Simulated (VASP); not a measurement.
Set up this calculation in VASP 6.6.1, as the native input.

```
Task                   : single point
Functional             : PBEsol
Potentials or basis    : VASP PAW PBE potentials, release 64 (Ta_pv, N)
Cutoff                 : 520 eV
k mesh                 : 7 × 7 × 4
Occupations            : methfessel-paxton, width 0.1 eV
Spin                   : no spin polarisation
Hubbard terms          : Ta d U = 3.5 eV
Dipole correction      : no
Further INCAR settings : ALGO = Normal; EDIFF = 1e-06; NBANDS = 20
```

The structure of Ta2N lies in POSCAR:

```
Ta2N
1.0
    3.1128615060      0.0000000000      0.0000000000
   -1.5564307530      2.6958171426      0.0000000000
    0.0000000000      0.0000000000      4.8698410000
Ta N
2 1
Direct
    0.3246030000      0.6534240000      0.2512930000
    0.6906880000      0.3422290000      0.7432110000
   -0.0016550000      0.0058830000      0.0039570000
```

One way to write it, as run:

INCAR

```
ALGO = Normal
EDIFF = 1E-6
ENCUT = 520
GGA = PS
ISIF = 2
ISMEAR = 1
LASPH = True
LCHARG = False
LDAU = True
LDAUJ = 0 0
LDAUL = 2 -1
LDAUPRINT = 1
LDAUTYPE = 2
LDAUU = 3.5 0
LMAXMIX = 4
LREAL = False
LWAVE = False
NBANDS = 20
NELM = 150
PREC = Accurate
SIGMA = 0.1
```

KPOINTS

```
k-points
0
Gamma
  7 7 4
```

Potentials or basis: VASP PAW PBE potentials, release 64 (Ta_pv, N).

Run with:

```sh
$ cat potpaw_PBE.64/Ta_pv/POTCAR potpaw_PBE.64/N/POTCAR > POTCAR
$ mpirun -np 1 vasp_std > vasp.out
```

It gave:

* Pressure: 1.9 GPa
* Largest force: 0.774 eV/Å
* Band gap on the k mesh: zero (an odd number of electrons rules out a gap without spin polarisation)

Caveat: the PAW data sets were made with another functional, which shifts forces and pressure a little; spin-orbit coupling is left out, which moves the levels of the heavy elements; U without spin polarisation on a metal has little footing.

Wall time 75 s on 1 thread of AMD EPYC 9R14 (Zen 4), with other jobs on the host, peak memory 0.17 GiB.
